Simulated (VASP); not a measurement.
A run of VASP 6.6.1:

Contents of INCAR:

```
ALGO = Normal ; EDIFF = 1E-7
EDIFFG = -0.01 ; ENCUT = 600
GGA = PE ; IBRION = 2
ISIF = 3 ; ISMEAR = 0
LASPH = T ; LCHARG = F
LREAL = F ; LWAVE = F
NELM = 60 ; NSW = 100
PREC = Accurate ; SIGMA = 0.02
```

KPOINTS

```
k-points
0
Gamma
  12 12 4
```

The input POSCAR:

```
YAl2N3
1.0
    3.2995159981      0.0000000000      0.0000000000
   -1.6497579991      2.8574646746      0.0000000000
    0.0000000000      0.0000000000      8.3177511854
Y Al N
1 2 3
Direct
    0.3333333333      0.6666666667      0.6669540428
    0.0000000000      0.0000000000      0.0197096050
    0.6666666667      0.3333333333      0.3193833932
    0.3333333333      0.6666666667      0.9474239271
    0.6666666667      0.3333333333      0.5471098870
    0.0000000000      0.0000000000      0.2494191450
```

Potentials or basis: VASP PAW PBE potentials, release 64 (Y_sv, Al, N).

Command:

```bash
$ cat potpaw_PBE.64/Y_sv/POTCAR potpaw_PBE.64/Al/POTCAR potpaw_PBE.64/N/POTCAR > POTCAR
$ mpirun -np 1 vasp_std > vasp.out
```

Hardware: 1 thread of Intel(R) Xeon(R) 6975P-C (Granite Rapids), on a shared host.

Q: Estimate the wall time of this run.

A: It took 5.9 min on 1 thread of Intel(R) Xeon(R) 6975P-C (Granite Rapids), on a shared host, peak memory 0.34 GiB. Counts: scf iterations 49, k points 69, ion steps 6.
